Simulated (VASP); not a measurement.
## Ge2Sb2Te: single point with PBE

The system is Ge2Sb2Te.

```
Ge Sb Te
1.0
     5.78973    0.00000    0.00000
     0.00000    5.78973    0.00000
     0.00000    0.00000   10.65653
Ge Sb Te
4 4 2
Direct
  0.66713 0.66713 0.00000
  0.33287 0.33287 0.00000
  0.83287 0.16713 0.50000
  0.16713 0.83287 0.50000
  0.00000 0.00000 0.71520
  0.50000 0.50000 0.21520
  0.50000 0.50000 0.78480
  0.00000 0.00000 0.28480
  0.00000 0.00000 0.00000
  0.50000 0.50000 0.50000
```

The cell was generated, and may not be a known phase.

```json
{"Program": "VASP 6.6.1", "Task": "single point", "Functional": "PBE", "Potentials or basis": "VASP PAW PBE potentials, release 64 (Ge_d, Sb, Te)", "Cutoff": "500 eV", "k mesh": "3 × 3 × 2", "Occupations": "gaussian, width 0.2 eV", "Spin": "no spin polarisation", "Dipole correction": "no", "Further INCAR settings": "ALGO = Normal; EDIFF = 1e-06; NBANDS = 55"}
```

| Item | Value |
| --- | --- |
| Pressure | 0.3 GPa |
| Largest force | 0.048 eV/Å |
| Band gap on the k mesh | zero (bands 44 and 45 overlap by 1.10 eV) |

Forces in eV/Å, atoms in the order of the input:
```
Ge   0.034  0.034  0.000
Ge  -0.034 -0.034  0.000
Ge  -0.034  0.034  0.000
Ge   0.034 -0.034  0.000
Sb   0.000  0.000 -0.020
Sb   0.000  0.000 -0.020
Sb   0.000  0.000  0.020
Sb   0.000  0.000  0.020
Te   0.000  0.000  0.000
Te   0.000  0.000  0.000
```

Levels at points of the mesh, in eV from the Fermi level:
```tsv
k point	band 41	band 42	band 43	band 44	band 45	band 46	band 47	band 48
(0.00, 0.00, 0.00)	-1.29	-1.29	-0.61	-0.37	-0.06	-0.06	0.07	0.64
(0.00, 0.00, 0.50)	-1.30	-1.30	-1.00	-1.00	-0.85	-0.85	-0.50	-0.50
```

Wall time 4.2 min on 1 thread of Intel Xeon 8259CL (shared host), peak memory 0.4 GiB.

Caveat: the k points lie up to 0.36 Å⁻¹ apart, too coarse for converged energies and pressures of a metal; spin-orbit coupling is left out, which moves the levels of the heavy elements.
